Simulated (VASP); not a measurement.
The system is TcIr.

```
Tc Ir
1.0
     2.73991    0.00000    0.00000
    -1.36995    2.37283    0.00000
     0.00000    0.00000    4.35546
Tc Ir
1 1
Direct
  0.33333 0.66667 0.00000
  0.66667 0.33333 0.50000
```

| Quantity | Value |
| --- | --- |
| Program | VASP 6.6.1 |
| Task | relaxation of volume and atoms at fixed shape |
| Functional | LDA |
| Potentials or basis | VASP PAW LDA potentials, release 64 (Tc_pv, Ir) |
| Cutoff | 600 eV |
| k mesh | 7 × 7 × 4 |
| Occupations | fermi-dirac, width 0.1 eV |
| Spin | no spin polarisation |

At the start: pressure -10.0 GPa; volume 14.16 Å³/atom.

**Question.** How do energy, volume and symmetry change on relaxing?

**Answer.** Over 4 steps the energy falls by 12.5 meV/atom and the volume is 13.77 Å³/atom (-2.7 %); space group P-6m2 (No. 187, to 0.05 Å).

Step by step:
```csv
step,energy change (eV),largest force (eV/Å),pressure (GPa),volume (Å³)
1,0.0000,0.0000,-10.04,28.32
2,0.3630,0.0000,50.80,24.83
3,-0.0250,0.0000,-0.51,27.57
4,-0.0251,0.0000,-0.06,27.54
```

Final structure:
```xyz
2
Lattice="2.7147 0.0000 0.0000 -1.3573 2.3510 0.0000 0.0000 0.0000 4.3153" Properties=species:S:1:pos:R:3 pbc="T T T"
Tc    0.0000    1.5673    0.0000
Ir    1.3573    0.7837    2.1577
```

Caveat: the k points lie up to 0.38 Å⁻¹ apart in the final cell.
